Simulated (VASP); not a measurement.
Write the native input for VASP 6.6.1 that does the following.

```yaml
Task: single point
Functional: PBE
Potentials_or_basis: VASP PAW PBE potentials, release 64 (Be, Te)
Cutoff: 520 eV
k_mesh: 10 × 10 × 10
Occupations: gaussian, width 0.01 eV
Spin: no spin polarisation
Dipole_correction: no
Further_INCAR_settings: ALGO = Normal; EDIFF = 1e-06; NBANDS = 23
```

The structure of BeTe2 lies in POSCAR:

```
BeTe2
1.0
   -2.3003169747      5.0006572300      3.4011209732
    2.3003169747     -5.0006572300      3.4011209732
    2.3003169747      5.0006572300     -3.4011209732
Be Te
2 4
Direct
    0.7500000000      0.7500000000      0.0000000000
    0.2500000000      0.2500000000      0.0000000000
    0.3853453255      0.8058766156      0.1912219411
    0.8853453255      0.6941233844      0.5794687099
    0.1146546745      0.3058766156      0.4205312901
    0.6146546745      0.1941233844      0.8087780589
```

The input as run:

INCAR

```
PREC = Accurate
ENCUT = 520
EDIFF = 1E-6
ISMEAR = 0
SIGMA = 0.01
LREAL = F
LASPH = T
NELM = 100
ALGO = Normal
ISIF = 2
LWAVE = F
LCHARG = F
GGA = PE
NBANDS = 23
```

KPOINTS

```
Automatic mesh
0
Gamma
  10 10 10
```

Potentials or basis: VASP PAW PBE potentials, release 64 (Be, Te).

Launch:

```console
$ cat potpaw_PBE.64/Be/POTCAR potpaw_PBE.64/Te/POTCAR > POTCAR
$ mpirun -np 1 vasp_std > vasp.out
```

It gave:

```yaml
Pressure: 0.1 GPa
Largest_force: 0.025 eV/Å
Band_gap_on_the_k_mesh: 0.22 eV (least direct gap 0.64 eV)
```

Caveat: spin-orbit coupling is left out, which moves the levels of the heavy elements.

Wall time 14 min on 1 thread of Intel Xeon 8259CL (shared host), peak memory 0.68 GiB.
